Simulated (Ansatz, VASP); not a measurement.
**One calculation of Al2Ru, two programs**

```xyz
6
Lattice="0.0000 3.9580 4.3510 2.3324 0.0000 4.3510 2.3324 3.9580 0.0000" Properties=species:S:1:pos:R:3 pbc="T T T"
Al    1.1662    0.6243    2.1755
Al    1.1662    3.3337    2.1755
Al    2.3324    1.3547    4.3510
Al    2.3324    6.5612    4.3510
Ru    3.4985    5.9370    6.5264
Ru    2.3324    3.9580    4.3510
```

Alike in both runs: functional LDA; k mesh 10 × 10 × 10; occupations gaussian, width 0.01 eV; no spin polarisation.

Ansatz relaxed the structure, and its values are those at the end. VASP's run is a single point on that final structure, the one shown.

```csv
,VASP,Ansatz
version,VASP 6.6.1,Ansatz 0.2.0
potentials or method,"VASP PAW LDA potentials, release 64 (Al, Ru_pv), cutoff 520 eV","scalar-relativistic, plane waves, PAW"
valence electrons in the cell,40,44
```

```tsv
	VASP	Ansatz	Ansatz less VASP
gap on the k mesh at the Fermi level (eV)	0.08	0.08	+0.001
least direct gap on the mesh (eV)	1.26	1.25	-0.003
pressure (GPa)	0.4	0.0	-0.45
rms of the force components (eV/Å)	0.003	0.000	-0.0033
```

LDA's correlation is that of Perdew and Zunger in VASP and of Perdew and Wang (1992) in Ansatz. VASP's potentials hold 40 valence electrons a cell and Ansatz's 44, so a difference there can come from the potentials and not from the codes.
